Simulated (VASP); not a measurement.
Here is a VASP 6.6.1 calculation.

File INCAR:

```
PREC = Accurate
ENCUT = 520
EDIFF = 1E-6
ISMEAR = 0
SIGMA = 0.05
LREAL = F
LASPH = T
NELM = 100
ALGO = Normal
ISIF = 2
LWAVE = F
LCHARG = F
GGA = PE
NBANDS = 46
```

Contents of KPOINTS:

```
Automatic mesh
0
Gamma
  12 12 4
```

POSCAR

```
ZnS
1.0
    3.8227020304      0.0000000000      0.0000000000
   -1.9113510152      3.3105570694      0.0000000000
    0.0000000000      0.0000000000     12.5200000000
Zn S
4 4
Direct
    0.0000000000      0.0000000000      0.0000000000
    0.0000000000      0.0000000000      0.5000000000
    0.3333333333      0.6666666667      0.2320287540
    0.6666666667      0.3333333333      0.7500000000
    0.0000000000      0.0000000000      0.1875000000
    0.0000000000      0.0000000000      0.6875000000
    0.3333333333      0.6666666667      0.4375000000
    0.6666666667      0.3333333333      0.9375000000
```

Potentials or basis: VASP PAW PBE potentials, release 64 (Zn, S).

Run with:

```bash
$ cat potpaw_PBE.64/Zn/POTCAR potpaw_PBE.64/S/POTCAR > POTCAR
$ mpirun -np 1 vasp_std > vasp.out
```

Problem. Predict the band gap on the k mesh.

Solution. 1.85 eV.

Problem. Predict the largest force.

Solution. 1.317 eV/Å.

Forces in eV/Å, atoms in the order of the input:
```
Zn   0.000  0.000 -0.197
Zn   0.000  0.000 -0.172
Zn   0.000  0.000  1.317
Zn   0.000  0.000 -0.177
S    0.000  0.000 -0.499
S    0.000  0.000  0.140
S    0.000  0.000 -0.572
S    0.000  0.000  0.159
```

Caveat: the cell differs from its parent crystal (atom 3 (Zn) moved -0.225 Å along Cartesian [0 0 1]); forces of over 1 eV/Å act on the atoms, so gaps and moduli don't describe the material at rest. A k mesh can miss the band edges.
